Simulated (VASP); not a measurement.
# WS2 (R3m) in VASP: further runs

WS2 is run at these levels: LDA; tasks: single point.

Everything below comes from runs of VASP 6.6.1. Logs are shortened: lines on timing, memory, paths and dates and some standing lists are left out, and cuts for length are marked.

## (1) The cell of the first run

The structure is trigonal, space group R3m (No. 160). Conventional cell: a = 3.158 Å, b = 3.158 Å, c = 18.490 Å, α = 90.00°, β = 90.00°, γ = 120.00°. W (site symmetry 3m) has 6 S at 2.39 to 2.42 Å and 6 W at 3.16 Å within 3.2 Å. S (site symmetry 3m) has 3 W at 2.39 Å and 7 S at 3.13 to 3.16 Å within 3.2 Å. S (site symmetry 3m) has 3 W at 2.42 Å and 7 S at 3.13 to 3.16 Å within 3.2 Å.

## (2) Single point, LDA

INCAR reads:

```
ALGO = Normal ; EDIFF = 1E-6
ENCUT = 500 ; GGA = CA
GGA_COMPAT = F ; ISIF = 2
ISMEAR = 1 ; LASPH = T
LCHARG = F ; LREAL = F
LWAVE = F ; NBANDS = 20
NELM = 120 ; PREC = Accurate
SIGMA = 0.147
```

KPOINTS reads:

```
k-points
0
Gamma
  11 11 11
```

POSCAR reads:

```
WS2
1.0
    1.5790000000      0.9116360000      6.1633330000
   -1.5790000000      0.9116360000      6.1633330000
    0.0000000000     -1.8232720000      6.1633330000
W S
1 2
Direct
    0.0000000000      0.0000000000      0.0000000000
    0.2497000000      0.2497000000      0.2497000000
    0.4190000000      0.4190000000      0.4190000000
```

Potentials or basis: VASP PAW LDA potentials, release 64 (W_sv, S).

Command:

```
$ cat potpaw_LDA.64/W_sv/POTCAR potpaw_LDA.64/S/POTCAR > POTCAR
$ mpirun -np 1 vasp_std > vasp.out
```

OUTCAR:

```text
EDIFF = 1E-6
   ENCUT = 500
   GGA = CA
   ISIF = 2
   ISMEAR = 1
   LASPH = T
   LREAL = F
   NELM = 120
   PREC = Accurate

 ion  position               nearest neighbor table
   1  0.000  0.000  0.000-   2 2.39   2 2.39   2 2.39   3 2.42   3 2.42   3 2.42
   2  0.250  0.250  0.250-   1 2.39   1 2.39   1 2.39
   3  0.419  0.419  0.419-   1 2.42   1 2.42   1 2.42

  LATTYP: Found a trigonal (rhomboedric) cell.
 ALAT       =     6.4273629791
 COS(alpha) =     0.8792940713

  Lattice vectors:

 A1 = (   1.5790000000,   0.9116360000,   6.1633330000)
 A2 = (  -1.5790000000,   0.9116360000,   6.1633330000)
 A3 = (   0.0000000000,  -1.8232720000,   6.1633330000)

Analysis of symmetry for initial positions (statically):
=====================================================================
 Subroutine PRICEL returns:
 Original cell was already a primitive cell.

 Routine SETGRP: Setting up the symmetry group for a
 trigonal (rhombohedral) supercell.

 Subroutine GETGRP returns: Found  6 space group operations
 (whereof  6 operations were pure point group operations)
 out of a pool of 12 trial point group operations.

The static configuration has the point symmetry C_3v.

Analysis of symmetry for dynamics (positions and initial velocities):
=====================================================================
 Subroutine PRICEL returns:
 Original cell was already a primitive cell.

 Routine SETGRP: Setting up the symmetry group for a
 trigonal (rhombohedral) supercell.

 Subroutine GETGRP returns: Found  6 space group operations
 (whereof  6 operations were pure point group operations)
 out of a pool of 12 trial point group operations.

The dynamic configuration has the point symmetry C_3v.

 Subroutine INISYM returns: Found  6 space group operations
 (whereof  6 operations are pure point group operations),
 and found     1 'primitive' translations

----------------------------------------------------------------------------------------

                                     Primitive cell

  volume of cell :      53.2317

  direct lattice vectors                    reciprocal lattice vectors
     1.579000000  0.911636000  6.163333000     0.316656111  0.182821506  0.054083291
    -1.579000000  0.911636000  6.163333000    -0.316656111  0.182821506  0.054083291
     0.000000000 -1.823272000  6.163333000     0.000000000 -0.365643012  0.054083291

  length of vectors
     6.427362979  6.427362979  6.427362947     0.369621155  0.369621155  0.369621178

  position of ions in fractional coordinates (direct lattice)
     0.000000000  0.000000000  0.000000000
     0.249700000  0.249700000  0.249700000
     0.419000000  0.419000000  0.419000000

  ion indices of the primitive-cell ions
   primitive index   ion index
                 1           1
                 2           2
                 3           3

----------------------------------------------------------------------------------------

 KPOINTS: k-points

Automatic generation of k-mesh.
 Grid dimensions read from file:
 generate k-points for:   11   11   11

 Generating k-lattice:

  Cartesian coordinates                     Fractional coordinates (reciprocal lattice)
     0.028786919  0.016620137  0.004916663     0.090909091  0.000000000 -0.000000000
    -0.028786919  0.016620137  0.004916663     0.000000000  0.090909091 -0.000000000
     0.000000000 -0.033240274  0.004916663    -0.000000000 -0.000000000  0.090909091

  Length of vectors
     0.033601923  0.033601923  0.033601925

  Shift w.r.t. Gamma in fractional coordinates (k-lattice)
     0.000000000  0.000000000  0.000000000

 Subroutine IBZKPT returns following result:
 ===========================================

 Found    146 irreducible k-points:

 Following reciprocal coordinates:
            Coordinates               Weight
  0.000000  0.000000  0.000000      1.000000
  0.090909  0.000000  0.000000      6.000000
  0.181818  0.000000  0.000000      6.000000
  0.272727  0.000000  0.000000      6.000000
  0.363636  0.000000  0.000000      6.000000
  0.454545  0.000000  0.000000      6.000000
[... 16 lines left out ...]
 -0.272727  0.181818 -0.000000     12.000000
 -0.181818  0.181818  0.000000      6.000000
 [... further k-points ...]
   k-points           NKPTS =    146   k-points in BZ     NKDIM =    146   number of bands    NBANDS=     20
   number of dos      NEDOS =    301   number of ions     NIONS =      3
   total plane-waves  NPLWV = 110592
   dimension x,y,z NGX =    48 NGY =   48 NGZ =   48
   dimension x,y,z NGXF=    96 NGYF=   96 NGZF=   96
   ions per type =               1   2
   NGX,Y,Z   is equivalent  to a cutoff of  12.42, 12.42, 12.42 a.u.
   NGXF,Y,Z  is equivalent  to a cutoff of  24.83, 24.83, 24.83 a.u.
 SYSTEM =  unknown system
   PREC   = accura    normal or accurate (medium, high low for compatibility)
   ISTART =      0    job   : 0-new  1-cont  2-samecut
   ICHARG =      2    charge: 1-file 2-atom 10-const
   ISPIN  =      1    spin polarized calculation?
   LNONCOLLINEAR =      F non collinear calculations
   LSORBIT =      F    spin-orbit coupling
   LASPH  =      T    aspherical Exc in radial PAW
   ENCUT  =  500.0 eV  36.75 Ry    6.06 a.u.  11.72 11.72 11.72*2*pi/ulx,y,z
   NELM   =    120;   NELMIN=  2; NELMDL= -5     # of ELM steps
   EDIFF  = 0.1E-05   stopping-criterion for ELM
   LREAL  =      F    real-space projection
   EDIFFG = 0.1E-04   stopping-criterion for IOM
   NSW    =      0    number of steps for IOM
   IBRION =     -1    ionic relax: 0-MD 1-quasi-New 2-CG
   NFREE  =      0    steps in history (QN), initial steepest desc. (CG)
   ISIF   =      2    stress and relaxation
   ISYM   =      2    0-nonsym 1-usesym 2-fastsym
   POTIM  = 0.5000    time-step for ionic-motion
   TEBEG  =    0.0;   TEEND  =   0.0 temperature during run
   PSTRESS=    0.0 pullay stress
   NELECT =      26.0000    total number of electrons
   NUPDOWN=      -1.0000    fix difference up-down
   EMIN   =  10.00;   EMAX   =-10.00  energy-range for DOS
   EFERMI =   0.00;   METHOD = LEGACY
   ISMEAR =     1;   SIGMA  =   0.15  broadening in eV -4-tet -1-fermi 0-gaus
   EFERMI_NEDOS =   21; number of points for ismear=-14 and -15
   IALGO  =     38    algorithm
   IMIX   =      4    mixing-type and parameters
     AMIX     =   0.40;   BMIX     =  1.00
     AMIX_MAG =   1.60;   BMIX_MAG =  1.00
  volume/ion in A,a.u.               =      17.74       119.74
  Fermi-wavevector in a.u.,A,eV,Ry     =   1.289266  2.436359 22.615689  1.662206
  Thomas-Fermi vector in A             =   2.421169
   LORBIT       =      0    0 simple, 1 ext, 2 COOP (PROOUT), +10 PAW based schemes
   GGA     = CA    functional components
   LHFCALC =     F    Hartree Fock is set to
   AEXX    =    0.0000 exact exchange contribution
   IVDW    =     0    specifies the selected vdW correction
   LEPSILON=     F    determine dielectric tensor
   LRPA    =     F    only Hartree local field effects (RPA)
 non-spin polarized calculation
 Methfessel and Paxton  Order N= 1 SIGMA  =   0.15
  energy-cutoff  :      500.00
  volume of cell :       53.23
 maximum number of plane-waves:      1364
   NGX = 23   NGY = 23   NGZ = 23

 number of electron      26.0000001 magnetization

 Free energy of the ion-electron system (eV)
  ---------------------------------------------------
  ext. energy  EPLUGINS =         0.00000000
  ---------------------------------------------------
  free energy    TOTEN  =       -26.24122139 eV

  energy without entropy =      -26.24126048  energy(sigma->0) =      -26.24123442

 E-fermi :   7.4388     XC(G=0): -11.2376

 val. band max:        7.3389020580   @ k =   0.4545   0.4545   0.4545
 cond. band min:       8.2917120598   @ k =  -0.1818   0.1818   0.0000
 fundamental gap:      0.9528100018
 Fermi energy:         7.4388374786

 k-point     1 :       0.0000    0.0000    0.0000
  band No.  band energies     occupation
      1     -66.8459      2.00000
      2     -31.3777      2.00000
      3     -31.1887      2.00000
      4     -31.1887      2.00000
      5      -8.2336      2.00000
      6      -6.2179      2.00000
[... 12 lines left out ...]
     19      15.1052      0.00000
     20      15.7030      0.00000

 k-point     2 :       0.0909    0.0000    0.0000
  band No.  band energies     occupation
      1     -66.8444      2.00000
      2     -31.3722      2.00000
      3     -31.2188      2.00000
      4     -31.1956      2.00000
      5      -8.0904      2.00000
      6      -6.1777      2.00000
[... 12 lines left out ...]
     19      15.6215      0.00000
     20      15.8345      0.00000

 k-point     3 :       0.1818    0.0000    0.0000
  band No.  band energies     occupation
      1     -66.8402      2.00000
      2     -31.3577      2.00000
      3     -31.2989      2.00000
      4     -31.2143      2.00000
      5      -7.6852      2.00000
      6      -6.0640      2.00000
[... 12 lines left out ...]
     19      15.7329      0.00000
     20      16.3450      0.00000

 k-point     4 :       0.2727    0.0000    0.0000
  band No.  band energies     occupation
      1     -66.8348      2.00000
      2     -31.4023      2.00000
      3     -31.3384      2.00000
      4     -31.2387      2.00000
      5      -7.0938      2.00000
      6      -5.8995      2.00000
[... 12 lines left out ...]
     19      15.2801      0.00000
     20      15.7521      0.00000

 k-point     5 :       0.3636    0.0000    0.0000
  band No.  band energies     occupation
      1     -66.8298      2.00000
      2     -31.4956      2.00000
      3     -31.3208      2.00000
      4     -31.2609      2.00000
      5      -6.4573      2.00000
      6      -5.7294      2.00000
[... 12 lines left out ...]
     19      14.3072      0.00000
     20      14.8852      0.00000
[... 353 lines left out ...]
      6      -5.5482      2.00000
[... 12 lines left out ...]
     19      15.5476      0.00000
     20      15.7378      0.00000

 k-point    22 :      -0.3636    0.1818    0.0000
  band No.  band energies     occupation
      1     -66.8255      2.00000
      2     -31.5180      2.00000
      3     -31.3400      2.00000
      4     -31.3054      2.00000
      5      -5.8209      2.00000
      6      -5.5324      2.00000
[... 12 lines left out ...]
     19      15.3313      0.00000
     20      15.9367      0.00000

 k-point    23 :      -0.2727    0.1818   -0.0000
  band No.  band energies     occupation
      1     -66.8280      2.00000
      2     -31.4855      2.00000
      3     -31.3148      2.00000
      4     -31.3142      2.00000
      5      -6.2213      2.00000
      6      -5.6279      2.00000
[... 12 lines left out ...]
     19      15.0502      0.00000
     20      15.8433      0.00000

 k-point    24 :      -0.1818    0.1818    0.0000
  band No.  band energies     occupation
      1     -66.8322      2.00000
      2     -31.4279      2.00000
      3     -31.3292      2.00000
      4     -31.2748      2.00000
      5      -6.7923      2.00000
      6      -5.7854      2.00000
[... 12 lines left out ...]
     19      15.3316      0.00000
     20      15.8756      0.00000

 [... further k-points ...]

------------------------ aborting loop because EDIFF is reached ----------------------------------------

  FORCE on cell =-STRESS in cart. coord.  units (eV):
  Direction    XX          YY          ZZ          XY          YZ          ZX
  --------------------------------------------------------------------------------------
  -------------------------------------------------------------------------------------
  Total       -1.1440942     -1.1440940     -0.9767346      0.0000000      0.0000000     -0.0000000
  in kB      -34.4351433    -34.4351377    -29.3979251      0.0000000      0.0000000     -0.0000000
  external PRESSURE =     -32.7560687 kB  Pullay stress =       0.0000000 kB

 VOLUME and BASIS-vectors are now :
 -----------------------------------------------------------------------------
  energy-cutoff  :      500.00
  volume of cell :       53.23
      direct lattice vectors                 reciprocal lattice vectors
     1.579000000  0.911636000  6.163333000     0.316656111  0.182821506  0.054083291
    -1.579000000  0.911636000  6.163333000    -0.316656111  0.182821506  0.054083291
     0.000000000 -1.823272000  6.163333000     0.000000000 -0.365643012  0.054083291

 POSITION                                       TOTAL-FORCE (eV/Angst)
 -----------------------------------------------------------------------------------
      0.00000      0.00000      0.00000         0.000000     -0.000000      0.587195
      0.00000      0.00000      4.61695         0.000000      0.000000     -0.067021
      0.00000      0.00000      7.74731         0.000000      0.000000     -0.520174
 -----------------------------------------------------------------------------------
    total drift:                               -0.000000     -0.000002      0.000022

  FREE ENERGIE OF THE ION-ELECTRON SYSTEM (eV)
  ---------------------------------------------------
  free  energy   TOTEN  =       -26.2412213893 eV

  energy  without entropy=      -26.2412604813  energy(sigma->0) =      -26.24123442
```

Wall time 4.9 min (1 thread of Intel Xeon 8259CL, shared host); peak memory 0.35 GiB.

Results:

```
Free energy            : -26.2412 eV
Pressure               : -3.3 GPa
Largest force          : 0.587 eV/Å
Band gap on the k mesh : 0.95 eV (least direct gap 2.12 eV)
```

Forces on the atoms (eV/Å):
```
W    0.000  0.000  0.587
S    0.000  0.000 -0.067
S    0.000  0.000 -0.520
```

Caveat: the cell stands under tension; spin-orbit coupling is left out, which moves the levels of the heavy elements. A k mesh can miss the band edges.

## (3) Single point, LDA

INCAR reads:

```
SYSTEM = WS2
PREC = Accurate ; ENCUT = 500
EDIFF = 1E-6 ; ISMEAR = 1
SIGMA = 0.15 ; LREAL = .FALSE.
LASPH = .TRUE. ; NELM = 120
ALGO = Normal ; ISIF = 2
LWAVE = .FALSE. ; LCHARG = .FALSE.
NBANDS = 20 ; GGA_COMPAT = .FALSE.
```

KPOINTS reads:

```
Automatic mesh
0
G
  11 11 11
  0 0 0
```

POSCAR is that of step 2.

Potentials or basis: VASP PAW LDA potentials, release 64 (W_sv, S).

Command:

```
$ cat potpaw_LDA.64/W_sv/POTCAR potpaw_LDA.64/S/POTCAR > POTCAR
$ mpirun -np 1 vasp_std > vasp.out
```

Wall time 5.1 min (1 thread of Intel Xeon 8259CL, shared host); peak memory 0.34 GiB.

Results (log left out):

```yaml
Free_energy: -26.2412 eV
Pressure: -3.3 GPa
Largest_force: 0.587 eV/Å
Band_gap_on_the_k_mesh: 0.95 eV (least direct gap 2.12 eV)
```

Forces on the atoms (eV/Å):
```
W    0.000  0.000  0.587
S    0.000  0.000 -0.067
S    0.000  0.000 -0.520
```

Stress tensor (GPa, compression positive):
```
-3.44  0.00  0.00
 0.00 -3.44  0.00
 0.00  0.00 -2.94
```

Levels at points of the mesh, in eV from the valence-band top:
| k point | band 10 | band 11 | band 12 | band 13 | band 14 | band 15 | band 16 | band 17 |
| --- | --- | --- | --- | --- | --- | --- | --- | --- |
| (0.00, 0.00, 0.00) | -2.28 | -2.28 | -1.53 | -1.23 | 2.18 | 2.18 | 2.55 | 2.55 |

Caveat: the cell stands under tension; spin-orbit coupling is left out, which moves the levels of the heavy elements. A k mesh can miss the band edges.

## (4) Single point, LDA

INCAR reads:

```
PREC     = Accurate       # precision mode
ENCUT    = 500            # plane-wave cutoff, eV
EDIFF    = 1E-6           # SCF threshold, eV
ISMEAR   = 1              # smearing method
SIGMA    = 0.1            # smearing width, eV
LREAL    = F              # projectors in reciprocal space
LASPH    = T              # aspherical terms in the spheres
NELM     = 120            # most SCF steps
ALGO     = Normal         # electronic algorithm
ISIF     = 2              # what is computed and relaxed
LWAVE    = F              # write WAVECAR
LCHARG   = T              # write CHGCAR
LELF     = T              # ELF
LVHAR    = T            
NBANDS   = 20             # bands
GGA_COMPAT= F
```

KPOINTS reads:

```
Automatic mesh
0
Gamma
  11 11 11
```

POSCAR is that of step 3.

Command:

```
$ cat potpaw_LDA.64/W_sv/POTCAR potpaw_LDA.64/S/POTCAR > POTCAR
$ mpirun -np 1 vasp_std > vasp.out
```

Wall time 4.8 min (1 thread of Intel Xeon 8259CL, shared host); peak memory 0.34 GiB.

The run converged. Its results:

* Free energy: -26.2412 eV
* Pressure: -3.3 GPa
* Largest force: 0.587 eV/Å
* Band gap on the k mesh: 0.95 eV (least direct gap 2.12 eV)

Forces in eV/Å, atoms in the order of the input:
```
W    0.000  0.000  0.587
S    0.000  0.000 -0.067
S    0.000  0.000 -0.520
```

Stress tensor (GPa, compression positive):
```
-3.44  0.00  0.00
 0.00 -3.44  0.00
 0.00  0.00 -2.94
```

Levels at points of the mesh, in eV from the valence-band top:
| k point | band 10 | band 11 | band 12 | band 13 | band 14 | band 15 | band 16 | band 17 |
| --- | --- | --- | --- | --- | --- | --- | --- | --- |
| (0.00, 0.00, 0.00) | -2.28 | -2.28 | -1.53 | -1.23 | 2.18 | 2.18 | 2.55 | 2.55 |

Caveat: the cell stands under tension; spin-orbit coupling is left out, which moves the levels of the heavy elements. A k mesh can miss the band edges.

## (5) Single point, LDA

INCAR reads:

```
SYSTEM = WS2
ALGO = Normal
EDIFF = 1E-6
ENCUT = 500
GGA = CA
GGA_COMPAT = .FALSE.
ISIF = 2
ISMEAR = 1
LASPH = .TRUE.
LCHARG = .TRUE.
LELF = .TRUE.
LREAL = .FALSE.
LVHAR = .TRUE.
LWAVE = .FALSE.
NBANDS = 20
NELM = 120
PREC = Accurate
SIGMA = 0.05
```

KPOINTS reads:

```
k-points
0
G
  11 11 11
  0 0 0
```

POSCAR is that of step 4.

Command:

```
$ cat potpaw_LDA.64/W_sv/POTCAR potpaw_LDA.64/S/POTCAR > POTCAR
$ mpirun -np 1 vasp_std > vasp.out
```

Run time: 5 min. Hardware: 1 thread of Intel Xeon 8259CL, shared host; peak memory 0.34 GiB.

The run converged. Its results:

```yaml
Free_energy: -26.2412 eV
Pressure: -3.3 GPa
Largest_force: 0.587 eV/Å
Band_gap_on_the_k_mesh: 0.95 eV (least direct gap 2.12 eV)
```

Forces in eV/Å, atoms in the order of the input:
```
W    0.000  0.000  0.587
S    0.000  0.000 -0.067
S    0.000  0.000 -0.520
```

Stress tensor (GPa, compression positive):
```
-3.44  0.00  0.00
 0.00 -3.44  0.00
 0.00  0.00 -2.94
```

Levels at points of the mesh, in eV from the valence-band top:
```csv
k point,band 11,band 12,band 13,band 14,band 15,band 16
"(0.00, 0.00, 0.00)",-2.28,-1.53,-1.23,2.18,2.18,2.55
```

Caveat: the cell stands under tension; spin-orbit coupling is left out, which moves the levels of the heavy elements. Expect the measured gap to be larger: semilocal functionals such as LDA lack the derivative discontinuity.

## (6) Single point, LDA

INCAR reads:

```
SYSTEM = WS2
PREC = Accurate
ENCUT = 500
EDIFF = 1E-6
ISMEAR = 1
SIGMA = 0.025
LREAL = .False.
LASPH = .True.
NELM = 120
ALGO = Normal
ISIF = 2
LWAVE = .False.
LCHARG = .False.
GGA = CA
NBANDS = 20
GGA_COMPAT = .False.
```

KPOINTS reads:

```
Automatic mesh
0
Gamma
  11 11 11
  0 0 0
```

POSCAR is that of step 5.

Potentials or basis: VASP PAW LDA potentials, release 64 (W_sv, S).

Command:

```
$ cat potpaw_LDA.64/W_sv/POTCAR potpaw_LDA.64/S/POTCAR > POTCAR
$ mpirun -np 1 vasp_std > vasp.out
```

It took 4.6 min on 1 thread of Intel Xeon 8259CL, shared host; peak memory 0.34 GiB.

The run converged. Its results:

| Property | Result |
| --- | --- |
| Free energy | -26.2412 eV |
| Pressure | -3.3 GPa |
| Largest force | 0.587 eV/Å |
| Band gap on the k mesh | 0.95 eV (least direct gap 2.12 eV) |

Forces in eV/Å, atoms in the order of the input:
```
W    0.000  0.000  0.587
S    0.000  0.000 -0.067
S    0.000  0.000 -0.520
```

Stress tensor (GPa, compression positive):
```
-3.44  0.00  0.00
 0.00 -3.44  0.00
 0.00  0.00 -2.94
```

Levels at points of the mesh, in eV from the valence-band top:
| k point | band 9 | band 10 | band 11 | band 12 | band 13 | band 14 | band 15 | band 16 | band 17 | band 18 |
| --- | --- | --- | --- | --- | --- | --- | --- | --- | --- | --- |
| (0.00, 0.00, 0.00) | -3.53 | -2.28 | -2.28 | -1.53 | -1.23 | 2.18 | 2.18 | 2.55 | 2.55 | 4.66 |

Caveat: the cell stands under tension; spin-orbit coupling is left out, which moves the levels of the heavy elements.

## (7) The runs side by side

| smearing | gap on the mesh (eV) | pressure (GPa) | largest force (eV/Å) |
| --- | --- | --- | --- |
| methfessel-paxton 0.147 eV | 0.95 | -3.3 | 0.59 |
| methfessel-paxton 0.15 eV | 0.95 | -3.3 | 0.59 |
| methfessel-paxton 0.1 eV | 0.95 | -3.3 | 0.59 |
| methfessel-paxton 0.05 eV | 0.95 | -3.3 | 0.59 |
| methfessel-paxton 0.025 eV | 0.95 | -3.3 | 0.59 |

Alike in all rows: task single point; level LDA; potentials or basis VASP PAW LDA potentials, release 64 (W_sv, S); no spin polarisation; cell as given; k mesh 11 × 11 × 11; cutoff (eV) 500.

Caveats: the cell stands under tension; spin-orbit coupling is left out, which moves the levels of the heavy elements.

Total energies depend on the potentials used, so only differences within one code and one set of settings carry meaning.
